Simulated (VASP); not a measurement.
# Zn (P6_3/mmc) in VASP: notebook

The runs below take Zn through single point, relaxation of cell and atoms, with LDA.

All numbers are computed with VASP 6.6.1; they aren't measurements. Logs are shortened: lines on timing, memory, paths and dates and some standing lists are left out, and cuts for length are marked.

## (1) The cell of the first run

Symmetry: P6_3/mmc, No. 194, hexagonal system. The conventional cell has a = 2.592 Å, b = 2.592 Å, c = 4.620 Å, α = 90.00°, β = 90.00°, γ = 120.00°. Within 3.4 Å of Zn (site symmetry -6m2) lie 12 Zn at 2.59 to 2.75 Å.

## (2) Single point, LDA

INCAR reads:

```
PREC     = Accurate       # precision mode
ENCUT    = 520            # plane-wave cutoff, eV
EDIFF    = 1E-6           # SCF threshold, eV
ISMEAR   = 0              # smearing method
SIGMA    = 0.02           # smearing width, eV
LREAL    = F              # projectors in reciprocal space
LASPH    = T              # aspherical terms in the spheres
NELM     = 80             # most SCF steps
ALGO     = Normal         # electronic algorithm
ISIF     = 2              # what is computed and relaxed
LWAVE    = F              # write WAVECAR
LCHARG   = F              # write CHGCAR
NBANDS   = 19             # bands
```

KPOINTS reads:

```
Automatic mesh
0
Gamma
  9 9 4
```

POSCAR reads:

```
Zn
1.0
    2.5918346045      0.0000000000      0.0000000000
   -1.2959173022      2.2445946099      0.0000000000
    0.0000000000      0.0000000000      4.6201574748
Zn
2
Direct
    0.3333333333      0.6666666667      0.2500000000
    0.6666666667      0.3333333333      0.7500000000
```

Potentials or basis: VASP PAW LDA potentials, release 64 (Zn).

Command:

```sh
$ cat potpaw_LDA.64/Zn/POTCAR > POTCAR
$ mpirun -np 1 vasp_std > vasp.out
```

OUTCAR:

```text
PREC = Accurate
   ENCUT = 520
   EDIFF = 1E-6
   ISMEAR = 0
   LREAL = F
   LASPH = T
   NELM = 80
   ISIF = 2

 ion  position               nearest neighbor table
   1  0.333  0.667  0.250-   2 2.75   2 2.75   2 2.75   2 2.75   2 2.75   2 2.75
   2  0.667  0.333  0.750-   1 2.75   1 2.75   1 2.75   1 2.75   1 2.75   1 2.75

  LATTYP: Found a hexagonal cell.
 ALAT       =     2.5918346045
 C/A-ratio  =     1.7825819081

  Lattice vectors:

 A1 = (   2.5918346045,   0.0000000000,   0.0000000000)
 A2 = (  -1.2959173022,   2.2445946099,   0.0000000000)
 A3 = (   0.0000000000,   0.0000000000,   4.6201574748)

Analysis of symmetry for initial positions (statically):
=====================================================================
 Subroutine PRICEL returns:
 Original cell was already a primitive cell.

 Routine SETGRP: Setting up the symmetry group for a
 hexagonal supercell.

 Subroutine GETGRP returns: Found 24 space group operations
 (whereof 12 operations were pure point group operations)
 out of a pool of 24 trial point group operations.

The static configuration has the point symmetry D_3d.
 The point group associated with its full space group is D_6h.

Analysis of symmetry for dynamics (positions and initial velocities):
=====================================================================
 Subroutine PRICEL returns:
 Original cell was already a primitive cell.

 Routine SETGRP: Setting up the symmetry group for a
 hexagonal supercell.

 Subroutine GETGRP returns: Found 24 space group operations
 (whereof 12 operations were pure point group operations)
 out of a pool of 24 trial point group operations.

The dynamic configuration has the point symmetry D_3d.
 The point group associated with its full space group is D_6h.

 Subroutine INISYM returns: Found 24 space group operations
 (whereof 12 operations are pure point group operations),
 and found     1 'primitive' translations

----------------------------------------------------------------------------------------

                                     Primitive cell

  volume of cell :      26.8783

  direct lattice vectors                    reciprocal lattice vectors
     2.591834604  0.000000000  0.000000000     0.385827089  0.222757374  0.000000000
    -1.295917302  2.244594610  0.000000000     0.000000000  0.445514747  0.000000000
     0.000000000  0.000000000  4.620157475     0.000000000  0.000000000  0.216442839

  length of vectors
     2.591834604  2.591834604  4.620157475     0.445514747  0.445514747  0.216442839

  position of ions in fractional coordinates (direct lattice)
     0.333333333  0.666666667  0.250000000
     0.666666667  0.333333333  0.750000000

  ion indices of the primitive-cell ions
   primitive index   ion index
                 1           1
                 2           2

----------------------------------------------------------------------------------------

 KPOINTS: Automatic mesh

Automatic generation of k-mesh.
 Grid dimensions read from file:
 generate k-points for:    9    9    4

 Generating k-lattice:

  Cartesian coordinates                     Fractional coordinates (reciprocal lattice)
     0.042869677  0.024750819  0.000000000     0.111111111 -0.000000000  0.000000000
     0.000000000  0.049501639  0.000000000     0.000000000  0.111111111  0.000000000
     0.000000000  0.000000000  0.054110710     0.000000000  0.000000000  0.250000000

  Length of vectors
     0.049501639  0.049501639  0.054110710

  Shift w.r.t. Gamma in fractional coordinates (k-lattice)
     0.000000000  0.000000000  0.000000000

 Subroutine IBZKPT returns following result:
 ===========================================

 Found     36 irreducible k-points:

 Following reciprocal coordinates:
            Coordinates               Weight
  0.000000  0.000000  0.000000      1.000000
  0.111111  0.000000  0.000000      6.000000
  0.222222  0.000000  0.000000      6.000000
  0.333333  0.000000  0.000000      6.000000
  0.444444  0.000000  0.000000      6.000000
  0.111111  0.111111  0.000000      6.000000
[... 16 lines left out ...]
  0.333333  0.222222  0.250000     24.000000
  0.333333  0.333333  0.250000      4.000000
 [... further k-points ...]
   k-points           NKPTS =     36   k-points in BZ     NKDIM =     36   number of bands    NBANDS=     19
   number of dos      NEDOS =    301   number of ions     NIONS =      2
   total plane-waves  NPLWV =  14400
   dimension x,y,z NGX =    20 NGY =   20 NGZ =   36
   dimension x,y,z NGXF=    40 NGYF=   40 NGZF=   72
   ions per type =               2
   NGX,Y,Z   is equivalent  to a cutoff of  12.83, 12.83, 12.95 a.u.
   NGXF,Y,Z  is equivalent  to a cutoff of  25.66, 25.66, 25.91 a.u.
 SYSTEM =  unknown system
   PREC   = accura    normal or accurate (medium, high low for compatibility)
   ISTART =      0    job   : 0-new  1-cont  2-samecut
   ICHARG =      2    charge: 1-file 2-atom 10-const
   ISPIN  =      1    spin polarized calculation?
   LNONCOLLINEAR =      F non collinear calculations
   LSORBIT =      F    spin-orbit coupling
   LASPH  =      T    aspherical Exc in radial PAW
   ENCUT  =  520.0 eV  38.22 Ry    6.18 a.u.   4.82  4.82  8.59*2*pi/ulx,y,z
   NELM   =     80;   NELMIN=  2; NELMDL= -5     # of ELM steps
   EDIFF  = 0.1E-05   stopping-criterion for ELM
   LREAL  =      F    real-space projection
   EDIFFG = 0.1E-04   stopping-criterion for IOM
   NSW    =      0    number of steps for IOM
   IBRION =     -1    ionic relax: 0-MD 1-quasi-New 2-CG
   NFREE  =      0    steps in history (QN), initial steepest desc. (CG)
   ISIF   =      2    stress and relaxation
   ISYM   =      2    0-nonsym 1-usesym 2-fastsym
   POTIM  = 0.5000    time-step for ionic-motion
   TEBEG  =    0.0;   TEEND  =   0.0 temperature during run
   PSTRESS=    0.0 pullay stress
   NELECT =      24.0000    total number of electrons
   NUPDOWN=      -1.0000    fix difference up-down
   EMIN   =  10.00;   EMAX   =-10.00  energy-range for DOS
   EFERMI =   0.00;   METHOD = LEGACY
   ISMEAR =     0;   SIGMA  =   0.02  broadening in eV -4-tet -1-fermi 0-gaus
   EFERMI_NEDOS =   21; number of points for ismear=-14 and -15
   IALGO  =     38    algorithm
   IMIX   =      4    mixing-type and parameters
     AMIX     =   0.40;   BMIX     =  1.00
     AMIX_MAG =   1.60;   BMIX_MAG =  1.00
  volume/ion in A,a.u.               =      13.44        90.69
  Fermi-wavevector in a.u.,A,eV,Ry     =   1.576442  2.979043 33.812770  2.485168
  Thomas-Fermi vector in A             =   2.677274
   LORBIT       =      0    0 simple, 1 ext, 2 COOP (PROOUT), +10 PAW based schemes
   GGA     = CA    functional components
   LHFCALC =     F    Hartree Fock is set to
   AEXX    =    0.0000 exact exchange contribution
   IVDW    =     0    specifies the selected vdW correction
   LEPSILON=     F    determine dielectric tensor
   LRPA    =     F    only Hartree local field effects (RPA)
 non-spin polarized calculation
 Gauss-broadening in eV      SIGMA  =   0.02
  energy-cutoff  :      520.00
  volume of cell :       26.88
 maximum number of plane-waves:       733
 NGX is ok and might be reduce to    20
   NGX =  9   NGY =  9   NGZ = 17

 number of electron      23.9999988 magnetization

 Free energy of the ion-electron system (eV)
  ---------------------------------------------------
  ext. energy  EPLUGINS =         0.00000000
  ---------------------------------------------------
  free energy    TOTEN  =        -3.72134510 eV

  energy without entropy =       -3.72065476  energy(sigma->0) =       -3.72099993

 E-fermi :   3.9313     XC(G=0): -12.5669

 val. band max:        3.8248434421   @ k =   0.3333   0.2222   0.2500
 cond. band min:       3.9325180954   @ k =   0.3333   0.2222   0.0000
 fundamental gap:      0.1076746533
 Fermi energy:         3.9312672809

 k-point     1 :       0.0000    0.0000    0.0000
  band No.  band energies     occupation
      1      -7.5983      2.00000
      2      -5.3710      2.00000
      3      -4.4847      2.00000
      4      -4.2650      2.00000
      5      -4.2650      2.00000
      6      -4.1878      2.00000
[... 11 lines left out ...]
     18      23.7233      0.00000
     19      23.7233      0.00000

 k-point     2 :       0.1111    0.0000    0.0000
  band No.  band energies     occupation
      1      -7.2152      2.00000
      2      -5.2081      2.00000
      3      -4.4675      2.00000
      4      -4.2852      2.00000
      5      -4.2204      2.00000
      6      -4.1662      2.00000
[... 11 lines left out ...]
     18      23.3056      0.00000
     19      24.5094      0.00000

 k-point     3 :       0.2222    0.0000    0.0000
  band No.  band energies     occupation
      1      -6.1576      2.00000
      2      -4.9402      2.00000
      3      -4.4406      2.00000
      4      -4.3518      2.00000
      5      -4.3455      2.00000
      6      -4.0448      2.00000
[... 11 lines left out ...]
     18      20.2308      0.00000
     19      22.1105      0.00000

 k-point     4 :       0.3333    0.0000    0.0000
  band No.  band energies     occupation
      1      -5.2058      2.00000
      2      -4.9920      2.00000
      3      -4.7069      2.00000
      4      -4.2575      2.00000
      5      -4.1331      2.00000
      6      -4.0873      2.00000
[... 11 lines left out ...]
     18      19.3037      0.00000
     19      21.6833      0.00000

 k-point     5 :       0.4444    0.0000    0.0000
  band No.  band energies     occupation
      1      -5.1480      2.00000
      2      -5.0531      2.00000
      3      -4.8881      2.00000
      4      -4.2322      2.00000
      5      -4.1473      2.00000
      6      -4.1153      2.00000
[... 11 lines left out ...]
     18      18.8574      0.00000
     19      20.6578      0.00000

 k-point     6 :       0.1111    0.1111    0.0000
  band No.  band energies     occupation
      1      -6.4838      2.00000
      2      -4.9583      2.00000
      3      -4.5111      2.00000
      4      -4.2958      2.00000
      5      -4.2380      2.00000
      6      -4.2078      2.00000
[... 11 lines left out ...]
     18      21.4361      0.00000
     19      22.3869      0.00000

 k-point     7 :       0.2222    0.1111    0.0000
  band No.  band energies     occupation
      1      -5.3282      2.00000
      2      -4.8286      2.00000
      3      -4.5654      2.00000
      4      -4.4575      2.00000
      5      -4.3149      2.00000
      6      -4.1784      2.00000
[... 11 lines left out ...]
     18      19.5494      0.00000
     19      20.2622      0.00000

 k-point     8 :       0.3333    0.1111    0.0000
  band No.  band energies     occupation
      1      -4.9952      2.00000
      2      -4.9192      2.00000
      3      -4.8005      2.00000
      4      -4.2463      2.00000
      5      -4.1611      2.00000
      6      -4.1122      2.00000
[... 256 lines left out ...]
 k-point    20 :       0.3333    0.1111    0.2500
  band No.  band energies     occupation
      1      -5.0502      2.00000
      2      -4.9340      2.00000
      3      -4.6580      2.00000
      4      -4.5713      2.00000
      5      -4.1670      2.00000
      6      -3.9675      2.00000
[... 11 lines left out ...]
     18      16.1421      0.00000
     19      20.5971      0.00000

 k-point    21 :       0.4444    0.1111    0.2500
  band No.  band energies     occupation
      1      -5.0899      2.00000
      2      -5.0098      2.00000
      3      -4.6946      2.00000
      4      -4.5729      2.00000
      5      -4.1938      2.00000
      6      -3.8774      2.00000
[... 11 lines left out ...]
     18      15.4843      0.00000
     19      21.5726      0.00000

 k-point    22 :       0.2222    0.2222    0.2500
  band No.  band energies     occupation
      1      -4.7962      2.00000
      2      -4.7427      2.00000
      3      -4.6350      2.00000
      4      -4.4939      2.00000
      5      -4.2753      2.00000
      6      -4.1443      2.00000
[... 11 lines left out ...]
     18      17.6269      0.00000
     19      19.4747      0.00000

 k-point    23 :       0.3333    0.2222    0.2500
  band No.  band energies     occupation
      1      -4.8622      2.00000
      2      -4.7126      2.00000
      3      -4.5850      2.00000
      4      -4.4747      2.00000
      5      -4.3560      2.00000
      6      -4.0245      2.00000
[... 11 lines left out ...]
     18      15.0944      0.00000
     19      18.3092      0.00000

 k-point    24 :       0.3333    0.3333    0.2500
  band No.  band energies     occupation
      1      -4.6804      2.00000
      2      -4.6039      2.00000
      3      -4.6039      2.00000
      4      -4.4152      2.00000
      5      -4.2682      2.00000
      6      -4.2682      2.00000
[... 11 lines left out ...]
     18      14.4207      0.00000
     19      15.6236      0.00000

 [... further k-points ...]
[... 5 lines left out ...]
  --------------------------------------------------------------------------------------
  -------------------------------------------------------------------------------------
  Total        0.1298626      0.1298626      0.1014722      0.0000000     -0.0000000      0.0000000
  in kB        7.7409226      7.7409226      6.0486121      0.0000000     -0.0000000      0.0000000
  external PRESSURE =       7.1768191 kB  Pullay stress =       0.0000000 kB

 VOLUME and BASIS-vectors are now :
 -----------------------------------------------------------------------------
  energy-cutoff  :      520.00
  volume of cell :       26.88
      direct lattice vectors                 reciprocal lattice vectors
     2.591834604  0.000000000  0.000000000     0.385827089  0.222757374  0.000000000
    -1.295917302  2.244594610  0.000000000     0.000000000  0.445514747  0.000000000
     0.000000000  0.000000000  4.620157475     0.000000000  0.000000000  0.216442839

 POSITION                                       TOTAL-FORCE (eV/Angst)
 -----------------------------------------------------------------------------------
     -0.00000      1.49640      1.15504         0.000000      0.000000      0.000000
      1.29592      0.74820      3.46512        -0.000000      0.000000      0.000000
 -----------------------------------------------------------------------------------
    total drift:                               -0.000000      0.000000      0.000000

  FREE ENERGIE OF THE ION-ELECTRON SYSTEM (eV)
  ---------------------------------------------------
  free  energy   TOTEN  =        -3.7213450958 eV

  energy  without entropy=       -3.7206547647  energy(sigma->0) =       -3.72099993
```

Wall time 14 s (1 thread of Intel Xeon 8259CL, shared host); peak memory 0.13 GiB.

Results:

* Free energy: -3.7213 eV
* Pressure: 0.7 GPa
* Band gap on the k mesh: zero (band 12 reaches 4.61 eV, above the bottom of band 13 at 1.36 eV)

Levels at points of the mesh, in eV from the Fermi level:
| k point | band 8 | band 9 | band 10 | band 11 | band 12 | band 13 | band 14 | band 15 | band 16 | band 17 |
| --- | --- | --- | --- | --- | --- | --- | --- | --- | --- | --- |
| (0.00, 0.00, 0.00) | -7.78 | -7.78 | -7.46 | -7.46 | -4.13 | -2.57 | 16.12 | 17.97 | 17.97 | 19.25 |
| (0.00, 0.00, 0.50) | -8.19 | -7.59 | -7.59 | -7.59 | -7.59 | 5.75 | 5.75 | 19.50 | 19.50 | 19.50 |

[end of part 1 of 2]
